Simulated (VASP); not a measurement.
# As (Fd-3m) in VASP: further runs

Runs on As. Level: PBEsol. Tasks: single point, relaxation of cell and atoms.

All numbers are computed with VASP 6.6.1; they aren't measurements. Logs are shortened: lines on timing, memory, paths and dates and some standing lists are left out, and cuts for length are marked.

## 1. The cell of the first run

It takes space group Fd-3m (No. 227, cubic). Conventional cell: a = 5.664 Å, b = 5.664 Å, c = 5.664 Å, α = 90.00°, β = 90.00°, γ = 90.00°. Within 3.2 Å of As (site symmetry -43m) lie 4 As at 2.45 Å.

## 2. Single point, PBEsol (volume scaled by 0.84)

The input, INCAR:

```
PREC = Accurate
ENCUT = 520
EDIFF = 1E-6
ISMEAR = -1
SIGMA = 0.08
LREAL = False
LASPH = True
NELM = 80
ALGO = Normal
ISIF = 2
LWAVE = False
LCHARG = False
GGA = PS
NBANDS = 12
```

The input, KPOINTS:

```
Automatic mesh
0
Gamma
  11 11 11
```

The input, POSCAR:

```
As
1.0
    0.0000000000      2.8318043723      2.8318043723
    2.8318043723      0.0000000000      2.8318043723
    2.8318043723      2.8318043723      0.0000000000
As
2
Direct
   -0.1250000000     -0.1250000000     -0.1250000000
    0.1250000000      0.1250000000      0.1250000000
```

Potentials or basis: VASP PAW PBE potentials, release 64 (As).

Run with:

```console
> cat potpaw_PBE.64/As/POTCAR > POTCAR
> mpirun -np 1 vasp_std > vasp.out
```

OUTCAR:

```text
PREC = Accurate
   ENCUT = 520
   EDIFF = 1E-6
   ISMEAR = -1
   LREAL = False
   LASPH = True
   NELM = 80
   ISIF = 2
   GGA = PS

 ion  position               nearest neighbor table
   1  0.875  0.875  0.875-   2 2.45   2 2.45   2 2.45   2 2.45
   2  0.125  0.125  0.125-   1 2.45   1 2.45   1 2.45   1 2.45

  LATTYP: Found a face centered cubic cell.
 ALAT       =     5.6636087446

  Lattice vectors:

 A1 = (   0.0000000000,   2.8318043723,   2.8318043723)
 A2 = (   2.8318043723,   0.0000000000,   2.8318043723)
 A3 = (   2.8318043723,   2.8318043723,   0.0000000000)

Analysis of symmetry for initial positions (statically):
=====================================================================
 Subroutine PRICEL returns:
 Original cell was already a primitive cell.

 Routine SETGRP: Setting up the symmetry group for a
 face centered cubic supercell.

 Subroutine GETGRP returns: Found 48 space group operations
 (whereof 12 operations were pure point group operations)
 out of a pool of 48 trial point group operations.

The static configuration has the point symmetry D_3d.
 The point group associated with its full space group is O_h .

Analysis of symmetry for dynamics (positions and initial velocities):
=====================================================================
 Subroutine PRICEL returns:
 Original cell was already a primitive cell.

 Routine SETGRP: Setting up the symmetry group for a
 face centered cubic supercell.

 Subroutine GETGRP returns: Found 48 space group operations
 (whereof 12 operations were pure point group operations)
 out of a pool of 48 trial point group operations.

The dynamic configuration has the point symmetry D_3d.
 The point group associated with its full space group is O_h .

 Subroutine INISYM returns: Found 48 space group operations
 (whereof 12 operations are pure point group operations),
 and found     1 'primitive' translations

----------------------------------------------------------------------------------------

                                     Primitive cell

  volume of cell :      45.4171

  direct lattice vectors                    reciprocal lattice vectors
     0.000000000  2.831804372  2.831804372    -0.176565869  0.176565869  0.176565869
     2.831804372  0.000000000  2.831804372     0.176565869 -0.176565869  0.176565869
     2.831804372  2.831804372  0.000000000     0.176565869  0.176565869 -0.176565869

  length of vectors
     4.004776149  4.004776149  4.004776149     0.305821056  0.305821056  0.305821056

  position of ions in fractional coordinates (direct lattice)
     0.875000000  0.875000000  0.875000000
     0.125000000  0.125000000  0.125000000

  ion indices of the primitive-cell ions
   primitive index   ion index
                 1           1
                 2           2

----------------------------------------------------------------------------------------

 KPOINTS: Automatic mesh

Automatic generation of k-mesh.
 Grid dimensions read from file:
 generate k-points for:   11   11   11

 Generating k-lattice:

  Cartesian coordinates                     Fractional coordinates (reciprocal lattice)
    -0.016051443  0.016051443  0.016051443     0.090909091  0.000000000  0.000000000
     0.016051443 -0.016051443  0.016051443     0.000000000  0.090909091  0.000000000
     0.016051443  0.016051443 -0.016051443     0.000000000  0.000000000  0.090909091

  Length of vectors
     0.027801914  0.027801914  0.027801914

  Shift w.r.t. Gamma in fractional coordinates (k-lattice)
     0.000000000  0.000000000  0.000000000

 Subroutine IBZKPT returns following result:
 ===========================================

 Found     56 irreducible k-points:

 Following reciprocal coordinates:
            Coordinates               Weight
  0.000000  0.000000  0.000000      1.000000
  0.090909  0.000000  0.000000      8.000000
  0.181818  0.000000  0.000000      8.000000
  0.272727  0.000000  0.000000      8.000000
  0.363636  0.000000  0.000000      8.000000
  0.454545  0.000000  0.000000      8.000000
[... 16 lines left out ...]
 -0.272727  0.181818  0.000000     24.000000
 -0.181818  0.181818  0.000000     12.000000
 [... further k-points ...]
   k-points           NKPTS =     56   k-points in BZ     NKDIM =     56   number of bands    NBANDS=     12
   number of dos      NEDOS =    301   number of ions     NIONS =      2
   total plane-waves  NPLWV =  27000
   dimension x,y,z NGX =    30 NGY =   30 NGZ =   30
   dimension x,y,z NGXF=    60 NGYF=   60 NGZF=   60
   ions per type =               2
   NGX,Y,Z   is equivalent  to a cutoff of  12.45, 12.45, 12.45 a.u.
   NGXF,Y,Z  is equivalent  to a cutoff of  24.91, 24.91, 24.91 a.u.
 SYSTEM =  unknown system
   PREC   = accura    normal or accurate (medium, high low for compatibility)
   ISTART =      0    job   : 0-new  1-cont  2-samecut
   ICHARG =      2    charge: 1-file 2-atom 10-const
   ISPIN  =      1    spin polarized calculation?
   LNONCOLLINEAR =      F non collinear calculations
   LSORBIT =      F    spin-orbit coupling
   LASPH  =      T    aspherical Exc in radial PAW
   ENCUT  =  520.0 eV  38.22 Ry    6.18 a.u.   7.45  7.45  7.45*2*pi/ulx,y,z
   NELM   =     80;   NELMIN=  2; NELMDL= -5     # of ELM steps
   EDIFF  = 0.1E-05   stopping-criterion for ELM
   LREAL  =      F    real-space projection
   EDIFFG = 0.1E-04   stopping-criterion for IOM
   NSW    =      0    number of steps for IOM
   IBRION =     -1    ionic relax: 0-MD 1-quasi-New 2-CG
   NFREE  =      0    steps in history (QN), initial steepest desc. (CG)
   ISIF   =      2    stress and relaxation
   ISYM   =      2    0-nonsym 1-usesym 2-fastsym
   POTIM  = 0.5000    time-step for ionic-motion
   TEBEG  =    0.0;   TEEND  =   0.0 temperature during run
   PSTRESS=    0.0 pullay stress
   NELECT =      10.0000    total number of electrons
   NUPDOWN=      -1.0000    fix difference up-down
   EMIN   =  10.00;   EMAX   =-10.00  energy-range for DOS
   EFERMI =   0.00;   METHOD = LEGACY
   ISMEAR =    -1;   SIGMA  =   0.08  broadening in eV -4-tet -1-fermi 0-gaus
   EFERMI_NEDOS =   21; number of points for ismear=-14 and -15
   IALGO  =     38    algorithm
   IMIX   =      4    mixing-type and parameters
     AMIX     =   0.40;   BMIX     =  1.00
     AMIX_MAG =   1.60;   BMIX_MAG =  1.00
  volume/ion in A,a.u.               =      22.71       153.24
  Fermi-wavevector in a.u.,A,eV,Ry     =   0.988557  1.868101 13.296217  0.977244
  Thomas-Fermi vector in A             =   2.120092
   LORBIT       =      0    0 simple, 1 ext, 2 COOP (PROOUT), +10 PAW based schemes
   GGA     = PS    functional components
   LHFCALC =     F    Hartree Fock is set to
   AEXX    =    0.0000 exact exchange contribution
   IVDW    =     0    specifies the selected vdW correction
   LEPSILON=     F    determine dielectric tensor
   LRPA    =     F    only Hartree local field effects (RPA)
 non-spin polarized calculation
  energy-cutoff  :      520.00
  volume of cell :       45.42
 maximum number of plane-waves:      1243
 NGX is ok and might be reduce to    30
   NGX = 15   NGY = 15   NGZ = 15

 number of electron      10.0000000 magnetization

 Free energy of the ion-electron system (eV)
  ---------------------------------------------------
  ext. energy  EPLUGINS =         0.00000000
  ---------------------------------------------------
  free energy    TOTEN  =        -9.14806419 eV

  energy without entropy =       -9.13087668  energy(sigma->0) =       -9.13947044

 E-fermi :   4.8758     XC(G=0):  -9.7212

 val. band max:        4.7768734879   @ k =   0.2727   0.1818   0.0000
 cond. band min:       4.8767669922   @ k =   0.2727   0.2727   0.0000
 fundamental gap:      0.0998935043
 Fermi energy:         4.8757505919

 k-point     1 :       0.0000    0.0000    0.0000
  band No.  band energies     occupation
      1     -10.5270      2.00000
      2       0.2894      2.00000
      3       2.3134      2.00000
      4       2.3134      2.00000
      5       2.3134      2.00000
      6       5.3508      0.00526
      7       5.3508      0.00526
      8       5.3508      0.00526
      9       9.7981      0.00000
     10      12.8780      0.00000
     11      12.8780      0.00000
     12      14.7833      0.00000

 k-point     2 :       0.0909    0.0000    0.0000
  band No.  band energies     occupation
      1     -10.4354      2.00000
      2      -0.4925      2.00000
      3       2.1659      2.00000
      4       2.1659      2.00000
      5       2.6556      2.00000
      6       5.5621      0.00038
      7       5.5621      0.00038
      8       5.6161      0.00019
      9      10.2588      0.00000
     10      12.4283      0.00000
     11      12.4283      0.00000
     12      14.3604      0.00000

 k-point     3 :       0.1818    0.0000    0.0000
  band No.  band energies     occupation
      1     -10.1662      2.00000
      2      -1.8770      2.00000
      3       1.8440      2.00000
      4       1.8440      2.00000
      5       2.7564      2.00000
      6       6.0239      0.00000
      7       6.0239      0.00000
      8       6.5753      0.00000
      9      11.2370      0.00000
     10      11.9555      0.00000
     11      11.9555      0.00000
     12      13.9027      0.00000
[... 286 lines left out ...]
 k-point    23 :      -0.2727    0.1818    0.0000
  band No.  band energies     occupation
      1      -9.0955      2.00000
      2      -4.4400      2.00000
      3      -0.4707      2.00000
      4       1.2496      2.00000
      5       4.0070      1.99996
      6       6.9783      0.00000
      7       7.0240      0.00000
      8       8.2885      0.00000
      9      11.2927      0.00000
     10      12.6185      0.00000
     11      14.0060      0.00000
     12      15.6577      0.00000

 k-point    24 :      -0.1818    0.1818    0.0000
  band No.  band energies     occupation
      1      -9.5901      2.00000
      2      -3.4430      2.00000
      3       0.0436      2.00000
      4       1.6150      2.00000
      5       3.8873      1.99999
      6       6.4644      0.00000
      7       6.5048      0.00000
      8       7.7934      0.00000
      9      11.0217      0.00000
     10      12.6938      0.00000
     11      12.8148      0.00000
     12      15.6824      0.00000

 [... further k-points ...]

------------------------ aborting loop because EDIFF is reached ----------------------------------------

  FORCE on cell =-STRESS in cart. coord.  units (eV):
  Direction    XX          YY          ZZ          XY          YZ          ZX
  --------------------------------------------------------------------------------------
  -------------------------------------------------------------------------------------
  Total        3.7127262      3.7127262      3.7127262      0.0000000     -0.0000000      0.0000000
  in kB      130.9735991    130.9735991    130.9735991      0.0000000     -0.0000000      0.0000000
  external PRESSURE =     130.9735991 kB  Pullay stress =       0.0000000 kB

 VOLUME and BASIS-vectors are now :
 -----------------------------------------------------------------------------
  energy-cutoff  :      520.00
  volume of cell :       45.42
      direct lattice vectors                 reciprocal lattice vectors
     0.000000000  2.831804372  2.831804372    -0.176565869  0.176565869  0.176565869
     2.831804372  0.000000000  2.831804372     0.176565869 -0.176565869  0.176565869
     2.831804372  2.831804372  0.000000000     0.176565869  0.176565869 -0.176565869

 POSITION                                       TOTAL-FORCE (eV/Angst)
 -----------------------------------------------------------------------------------
      4.95566      4.95566      4.95566         0.000000     -0.000000     -0.000000
      0.70795      0.70795      0.70795        -0.000000      0.000000      0.000000
 -----------------------------------------------------------------------------------
    total drift:                               -0.000000      0.000000      0.000000

  FREE ENERGIE OF THE ION-ELECTRON SYSTEM (eV)
  ---------------------------------------------------
  free  energy   TOTEN  =        -9.1480641881 eV

  energy  without entropy=       -9.1308766843  energy(sigma->0) =       -9.13947044
```

It took 21 s on 1 thread of Intel Xeon Platinum 8488C (Sapphire Rapids), shared host; peak memory 0.17 GiB.

Results:

```yaml
Free_energy: -9.1481 eV
Pressure: 13.1 GPa
Band_gap_on_the_k_mesh: zero (band 5 reaches 5.75 eV, above the bottom of band 6 at 4.02 eV)
```

Caveat: the PAW data sets were made with another functional, which shifts forces and pressure a little.

(Part 1 of 2 ends here.)
